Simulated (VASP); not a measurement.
# BiN (P6_3/mmc) in VASP: further runs

The runs below take BiN through single point, with PBEsol.

All numbers are computed with VASP 6.6.1; they aren't measurements. Logs are shortened: lines on timing, memory, paths and dates and some standing lists are left out, and cuts for length are marked.

## Step 1: The cell of the first run

It takes space group P6_3/mmc (No. 194, hexagonal). The conventional cell has a = 3.426 Å, b = 3.426 Å, c = 6.324 Å, α = 90.00°, β = 90.00°, γ = 120.00°. Within 3.5 Å of Bi (site symmetry -3m) lie 6 N at 2.53 Å and 8 Bi at 3.16 to 3.43 Å. Within 3.5 Å of N (site symmetry -6m2) lie 6 Bi at 2.53 Å and 6 N at 3.43 Å.

## Step 2: Single point, PBEsol (16.07 Å³/atom)

Input file INCAR:

```
PREC = Accurate
ENCUT = 520
EDIFF = 1E-6
ISMEAR = 0
SIGMA = 0.05
LREAL = False
LASPH = True
NELM = 60
ALGO = Normal
ISIF = 2
LWAVE = False
LCHARG = False
GGA = PS
NBANDS = 28
```

Input file KPOINTS:

```
regular mesh
0
Gamma
  10 10 6
```

Input file POSCAR:

```
BiN
1.0
    3.4261558849      0.0000000000      0.0000000000
   -1.7130779424      2.9671380336      0.0000000000
    0.0000000000      0.0000000000      6.3239169178
Bi N
2 2
Direct
    0.0000000000      0.0000000000      0.0000000000
    0.0000000000      0.0000000000      0.5000000000
    0.3333333333      0.6666666667      0.2500000000
    0.6666666667      0.3333333333      0.7500000000
```

Potentials or basis: VASP PAW PBE potentials, release 64 (Bi_d, N).

The run is started by

```bash
$ cat potpaw_PBE.64/Bi_d/POTCAR potpaw_PBE.64/N/POTCAR > POTCAR
$ mpirun -np 1 vasp_std > vasp.out
```

OUTCAR:

```text
PREC = Accurate
   ENCUT = 520
   EDIFF = 1E-6
   ISMEAR = 0
   LREAL = False
   LASPH = True
   NELM = 60
   ISIF = 2
   GGA = PS

 ion  position               nearest neighbor table
   1  0.000  0.000  0.000-   3 2.53   4 2.53   3 2.53   4 2.53   4 2.53   3 2.53   2 3.16   2 3.16

   2  0.000  0.000  0.500-   3 2.53   4 2.53   3 2.53   4 2.53   4 2.53   3 2.53   1 3.16   1 3.16

   3  0.333  0.667  0.250-   1 2.53   2 2.53   1 2.53   2 2.53   1 2.53   2 2.53
   4  0.667  0.333  0.750-   1 2.53   2 2.53   1 2.53   2 2.53   1 2.53   2 2.53

  LATTYP: Found a hexagonal cell.
 ALAT       =     3.4261558849
 C/A-ratio  =     1.8457761790

  Lattice vectors:

 A1 = (   3.4261558849,   0.0000000000,   0.0000000000)
 A2 = (  -1.7130779424,   2.9671380336,   0.0000000000)
 A3 = (   0.0000000000,   0.0000000000,   6.3239169178)

Analysis of symmetry for initial positions (statically):
=====================================================================
 Subroutine PRICEL returns:
 Original cell was already a primitive cell.

 Routine SETGRP: Setting up the symmetry group for a
 hexagonal supercell.

 Subroutine GETGRP returns: Found 24 space group operations
 (whereof 12 operations were pure point group operations)
 out of a pool of 24 trial point group operations.

The static configuration has the point symmetry D_3d.
 The point group associated with its full space group is D_6h.

Analysis of symmetry for dynamics (positions and initial velocities):
=====================================================================
 Subroutine PRICEL returns:
 Original cell was already a primitive cell.

 Routine SETGRP: Setting up the symmetry group for a
 hexagonal supercell.

 Subroutine GETGRP returns: Found 24 space group operations
 (whereof 12 operations were pure point group operations)
 out of a pool of 24 trial point group operations.

The dynamic configuration has the point symmetry D_3d.
 The point group associated with its full space group is D_6h.

 Subroutine INISYM returns: Found 24 space group operations
 (whereof 12 operations are pure point group operations),
 and found     1 'primitive' translations

----------------------------------------------------------------------------------------

                                     Primitive cell

  volume of cell :      64.2882

  direct lattice vectors                    reciprocal lattice vectors
     3.426155885  0.000000000  0.000000000     0.291872301  0.168512551  0.000000000
    -1.713077942  2.967138034  0.000000000     0.000000000  0.337025103  0.000000000
     0.000000000  0.000000000  6.323916918     0.000000000  0.000000000  0.158129845

  length of vectors
     3.426155885  3.426155885  6.323916918     0.337025103  0.337025103  0.158129845

  position of ions in fractional coordinates (direct lattice)
     0.000000000  0.000000000  0.000000000
     0.000000000  0.000000000  0.500000000
     0.333333333  0.666666667  0.250000000
     0.666666667  0.333333333  0.750000000

  ion indices of the primitive-cell ions
   primitive index   ion index
                 1           1
                 2           2
                 3           3
                 4           4

----------------------------------------------------------------------------------------

 KPOINTS: regular mesh

Automatic generation of k-mesh.
 Grid dimensions read from file:
 generate k-points for:   10   10    6

 Generating k-lattice:

  Cartesian coordinates                     Fractional coordinates (reciprocal lattice)
     0.029187230  0.016851255  0.000000000     0.100000000  0.000000000  0.000000000
     0.000000000  0.033702510  0.000000000     0.000000000  0.100000000  0.000000000
     0.000000000  0.000000000  0.026354974     0.000000000  0.000000000  0.166666667

  Length of vectors
     0.033702510  0.033702510  0.026354974

  Shift w.r.t. Gamma in fractional coordinates (k-lattice)
     0.000000000  0.000000000  0.000000000

 Subroutine IBZKPT returns following result:
 ===========================================

 Found     56 irreducible k-points:

 Following reciprocal coordinates:
            Coordinates               Weight
  0.000000  0.000000  0.000000      1.000000
  0.100000  0.000000  0.000000      6.000000
  0.200000  0.000000  0.000000      6.000000
  0.300000  0.000000  0.000000      6.000000
  0.400000  0.000000  0.000000      6.000000
  0.500000  0.000000  0.000000      3.000000
[... 16 lines left out ...]
  0.300000  0.100000  0.166667     24.000000
  0.400000  0.100000  0.166667     24.000000
 [... further k-points ...]
   k-points           NKPTS =     56   k-points in BZ     NKDIM =     56   number of bands    NBANDS=     28
   number of dos      NEDOS =    301   number of ions     NIONS =      4
   total plane-waves  NPLWV =  37632
   dimension x,y,z NGX =    28 NGY =   28 NGZ =   48
   dimension x,y,z NGXF=    56 NGYF=   56 NGZF=   96
   ions per type =               2   2
   NGX,Y,Z   is equivalent  to a cutoff of  13.59, 13.59, 12.62 a.u.
   NGXF,Y,Z  is equivalent  to a cutoff of  27.17, 27.17, 25.24 a.u.
 SYSTEM =  unknown system
   PREC   = accura    normal or accurate (medium, high low for compatibility)
   ISTART =      0    job   : 0-new  1-cont  2-samecut
   ICHARG =      2    charge: 1-file 2-atom 10-const
   ISPIN  =      1    spin polarized calculation?
   LNONCOLLINEAR =      F non collinear calculations
   LSORBIT =      F    spin-orbit coupling
   LASPH  =      T    aspherical Exc in radial PAW
   ENCUT  =  520.0 eV  38.22 Ry    6.18 a.u.   6.37  6.37 11.76*2*pi/ulx,y,z
   NELM   =     60;   NELMIN=  2; NELMDL= -5     # of ELM steps
   EDIFF  = 0.1E-05   stopping-criterion for ELM
   LREAL  =      F    real-space projection
   EDIFFG = 0.1E-04   stopping-criterion for IOM
   NSW    =      0    number of steps for IOM
   IBRION =     -1    ionic relax: 0-MD 1-quasi-New 2-CG
   NFREE  =      0    steps in history (QN), initial steepest desc. (CG)
   ISIF   =      2    stress and relaxation
   ISYM   =      2    0-nonsym 1-usesym 2-fastsym
   POTIM  = 0.5000    time-step for ionic-motion
   TEBEG  =    0.0;   TEEND  =   0.0 temperature during run
   PSTRESS=    0.0 pullay stress
   NELECT =      40.0000    total number of electrons
   NUPDOWN=      -1.0000    fix difference up-down
   EMIN   =  10.00;   EMAX   =-10.00  energy-range for DOS
   EFERMI =   0.00;   METHOD = LEGACY
   ISMEAR =     0;   SIGMA  =   0.05  broadening in eV -4-tet -1-fermi 0-gaus
   EFERMI_NEDOS =   21; number of points for ismear=-14 and -15
   IALGO  =     38    algorithm
   IMIX   =      4    mixing-type and parameters
     AMIX     =   0.40;   BMIX     =  1.00
     AMIX_MAG =   1.60;   BMIX_MAG =  1.00
  volume/ion in A,a.u.               =      16.07       108.46
  Fermi-wavevector in a.u.,A,eV,Ry     =   1.397605  2.641091 26.576261  1.953300
  Thomas-Fermi vector in A             =   2.520845
   LORBIT       =      0    0 simple, 1 ext, 2 COOP (PROOUT), +10 PAW based schemes
   GGA     = PS    functional components
   LHFCALC =     F    Hartree Fock is set to
   AEXX    =    0.0000 exact exchange contribution
   IVDW    =     0    specifies the selected vdW correction
   LEPSILON=     F    determine dielectric tensor
   LRPA    =     F    only Hartree local field effects (RPA)
 non-spin polarized calculation
 Gauss-broadening in eV      SIGMA  =   0.05
  energy-cutoff  :      520.00
  volume of cell :       64.29
 maximum number of plane-waves:      1748
 NGX is ok and might be reduce to    28
   NGX = 13   NGY = 13   NGZ = 23

 number of electron      40.0000004 magnetization

 Free energy of the ion-electron system (eV)
  ---------------------------------------------------
  ext. energy  EPLUGINS =         0.00000000
  ---------------------------------------------------
  free energy    TOTEN  =       -22.44208129 eV

  energy without entropy =      -22.44033167  energy(sigma->0) =      -22.44120648

 E-fermi :   9.5256     XC(G=0): -11.7008

 val. band max:        9.5157702853   @ k =   0.4000   0.0000   0.1667
 cond. band min:       9.5340158545   @ k =   0.3000   0.2000   0.0000
 fundamental gap:      0.0182455692
 Fermi energy:         9.5256324211

 k-point     1 :       0.0000    0.0000    0.0000
  band No.  band energies     occupation
      1     -13.9913      2.00000
      2     -13.7823      2.00000
      3     -13.7823      2.00000
      4     -13.7598      2.00000
      5     -13.7598      2.00000
      6     -13.6993      2.00000
[... 20 lines left out ...]
     27      16.8449      0.00000
     28      18.5433      0.00000

 k-point     2 :       0.1000    0.0000    0.0000
  band No.  band energies     occupation
      1     -13.9831      2.00000
      2     -13.7868      2.00000
      3     -13.7647      2.00000
      4     -13.7632      2.00000
      5     -13.7432      2.00000
      6     -13.7164      2.00000
[... 20 lines left out ...]
     27      17.3034      0.00000
     28      17.5634      0.00000

 k-point     3 :       0.2000    0.0000    0.0000
  band No.  band energies     occupation
      1     -13.9639      2.00000
      2     -13.8012      2.00000
      3     -13.7755      2.00000
      4     -13.7560      2.00000
      5     -13.7182      2.00000
      6     -13.7103      2.00000
[... 20 lines left out ...]
     27      16.1324      0.00000
     28      18.3770      0.00000

 k-point     4 :       0.3000    0.0000    0.0000
  band No.  band energies     occupation
      1     -13.9474      2.00000
      2     -13.8349      2.00000
      3     -13.7940      2.00000
      4     -13.7812      2.00000
      5     -13.7204      2.00000
      6     -13.6597      2.00000
[... 578 lines left out ...]
     27      16.4301      0.00000
     28      19.4631      0.00000

 k-point    23 :       0.3000    0.1000    0.1667
  band No.  band energies     occupation
      1     -13.9131      2.00000
      2     -13.8386      2.00000
      3     -13.7908      2.00000
      4     -13.7754      2.00000
      5     -13.7242      2.00000
      6     -13.6524      2.00000
[... 20 lines left out ...]
     27      16.6126      0.00000
     28      18.9967      0.00000

 k-point    24 :       0.4000    0.1000    0.1667
  band No.  band energies     occupation
      1     -13.9145      2.00000
      2     -13.8573      2.00000
      3     -13.8009      2.00000
      4     -13.7704      2.00000
      5     -13.7316      2.00000
      6     -13.6665      2.00000
[... 20 lines left out ...]
     27      16.8465      0.00000
     28      18.6995      0.00000

 [... further k-points ...]

------------------------ aborting loop because EDIFF is reached ----------------------------------------

  FORCE on cell =-STRESS in cart. coord.  units (eV):
  Direction    XX          YY          ZZ          XY          YZ          ZX
  --------------------------------------------------------------------------------------
  -------------------------------------------------------------------------------------
  Total        2.1506571      2.1506571      2.1518712      0.0000000      0.0000000      0.0000000
  in kB       53.5982660     53.5982660     53.6285230      0.0000000      0.0000000      0.0000000
  external PRESSURE =      53.6083517 kB  Pullay stress =       0.0000000 kB

 VOLUME and BASIS-vectors are now :
 -----------------------------------------------------------------------------
  energy-cutoff  :      520.00
  volume of cell :       64.29
      direct lattice vectors                 reciprocal lattice vectors
     3.426155885  0.000000000  0.000000000     0.291872301  0.168512551  0.000000000
    -1.713077942  2.967138034  0.000000000     0.000000000  0.337025103  0.000000000
     0.000000000  0.000000000  6.323916918     0.000000000  0.000000000  0.158129845

 POSITION                                       TOTAL-FORCE (eV/Angst)
 -----------------------------------------------------------------------------------
      0.00000      0.00000      0.00000         0.000000      0.000000     -0.000000
      0.00000      0.00000      3.16196         0.000000      0.000000     -0.000000
     -0.00000      1.97809      1.58098        -0.000000      0.000000      0.000000
      1.71308      0.98905      4.74294         0.000000     -0.000000      0.000000
 -----------------------------------------------------------------------------------
    total drift:                                0.000000     -0.000000      0.000000

  FREE ENERGIE OF THE ION-ELECTRON SYSTEM (eV)
  ---------------------------------------------------
  free  energy   TOTEN  =       -22.4420812887 eV

  energy  without entropy=      -22.4403316689  energy(sigma->0) =      -22.44120648
```

Run time: 1.8 min. Hardware: 1 thread of Oxide Virtual Turin-like, shared host; peak memory 0.19 GiB.

What came out:

| Item | Value |
| --- | --- |
| Free energy | -22.4421 eV |
| Pressure | 5.4 GPa |
| Band gap on the k mesh | zero (bands 20 and 21 overlap by 1.15 eV) |

Levels at points of the mesh, in eV from the Fermi level:
| k point | band 18 | band 19 | band 20 | band 21 | band 22 | band 23 |
| --- | --- | --- | --- | --- | --- | --- |
| (0.00, 0.00, 0.00) | -1.47 | -1.47 | -0.71 | 1.23 | 4.49 | 4.49 |
| (0.50, 0.00, 0.00) | -1.71 | -1.55 | -1.10 | -0.54 | 2.38 | 2.41 |
| (0.00, 0.00, 0.50) | -1.81 | -1.81 | -1.81 | 2.80 | 2.80 | 4.84 |
| (0.50, 0.00, 0.50) | -3.36 | -3.00 | -3.00 | 2.49 | 2.49 | 3.23 |

Caveat: the cell stands under pressure; the PAW data sets were made with another functional, which shifts forces and pressure a little; spin-orbit coupling is left out, which moves the levels of the heavy elements.

## Step 3: Single point, PBEsol (17.08 Å³/atom)

This run uses another cell than the first one, of 17.08 Å³/atom.

Input file INCAR:

```
SYSTEM = BiN
  ALGO = Normal
  EDIFF = 1E-6
  ENCUT = 520
  GGA = PS
  ISIF = 2
  ISMEAR = 0
  LASPH = .True.
  LCHARG = .False.
  LREAL = .False.
  LWAVE = .False.
  NBANDS = 28
  NELM = 60
  PREC = Accurate
  SIGMA = 0.05
```

Input file KPOINTS:

```
k-points
0
Gamma
  10 10 6
  0 0 0
```

Input file POSCAR:

```
BiN
1.0
    3.5173422099      0.0000000000      0.0000000000
   -1.7586711049      3.0461077076      0.0000000000
    0.0000000000      0.0000000000      6.3752920484
Bi N
2 2
Direct
    0.0000000000      0.0000000000      0.0000000000
    0.0000000000      0.0000000000      0.5000000000
    0.3333333333      0.6666666667      0.2500000000
    0.6666666667      0.3333333333      0.7500000000
```

Potentials or basis: VASP PAW PBE potentials, release 64 (Bi_d, N).

The run is started by

```bash
$ cat potpaw_PBE.64/Bi_d/POTCAR potpaw_PBE.64/N/POTCAR > POTCAR
$ mpirun -np 1 vasp_std > vasp.out
```

Wall time 72 s (1 thread of Oxide Virtual Turin-like, shared host); peak memory 0.2 GiB.

The run converged. Its results:

```
Free energy            : -22.4796 eV
Pressure               : -2.3 GPa
Band gap on the k mesh : zero (bands 20 and 21 overlap by 1.06 eV)
```

Levels at points of the mesh, in eV from the Fermi level:
| k point | band 18 | band 19 | band 20 | band 21 | band 22 | band 23 |
| --- | --- | --- | --- | --- | --- | --- |
| (0.00, 0.00, 0.00) | -1.35 | -1.35 | -0.93 | 1.02 | 4.14 | 4.14 |
| (0.50, 0.00, 0.00) | -1.54 | -1.41 | -1.04 | -0.54 | 2.30 | 2.54 |
| (0.00, 0.00, 0.50) | -1.66 | -1.66 | -1.66 | 2.67 | 2.67 | 4.43 |
| (0.50, 0.00, 0.50) | -3.07 | -2.80 | -2.80 | 2.45 | 2.45 | 3.12 |

Caveat: the PAW data sets were made with another functional, which shifts forces and pressure a little; spin-orbit coupling is left out, which moves the levels of the heavy elements.

The gap in the log of VASP goes by the Fermi energy; the results here count the filled bands.